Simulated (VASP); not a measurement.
Set up this calculation in VASP 6.6.1, as the native input.

* Task: single point
* Functional: PBEsol
* Potentials or basis: VASP PAW PBE potentials, release 64 (Y_sv, Zn)
* Cutoff: 520 eV
* k mesh: 7 × 7 × 7
* Occupations: fermi-dirac, width 0.02 eV
* Spin: no spin polarisation
* Dipole correction: no
* Further INCAR settings: ALGO = Normal; EDIFF = 1e-06; NBANDS = 18

The structure of YZn lies in POSCAR:

```
YZn
1.0
    0.0000000000      2.9629870000      2.9629870000
    2.9629870000      0.0000000000      2.9629870000
    2.9629870000      2.9629870000      0.0000000000
Y Zn
1 1
Direct
    0.0000000000      0.0000000000      0.0000000000
    0.5000000000      0.5000000000      0.5000000000
```

These files were run (other wordings do the same):

INCAR

```
  PREC = Accurate
  ENCUT = 520
  EDIFF = 1E-6
  ISMEAR = -1
  SIGMA = 0.02
  LREAL = False
  LASPH = True
  NELM = 80
  ALGO = Normal
  ISIF = 2
  LWAVE = False
  LCHARG = False
  GGA = PS
  NBANDS = 18
```

KPOINTS

```
regular mesh
0
Gamma
  7 7 7
```

Potentials or basis: VASP PAW PBE potentials, release 64 (Y_sv, Zn).

Run with:

```sh
$ cat potpaw_PBE.64/Y_sv/POTCAR potpaw_PBE.64/Zn/POTCAR > POTCAR
$ mpirun -np 1 vasp_std > vasp.out
```

It gave:

```yaml
Pressure: -2.5 GPa
```

Caveat: the PAW data sets were made with another functional, which shifts forces and pressure a little.

It took 18 s on 1 thread of AMD EPYC 9R14 (Zen 4), with other jobs on the host, peak memory 0.16 GiB.
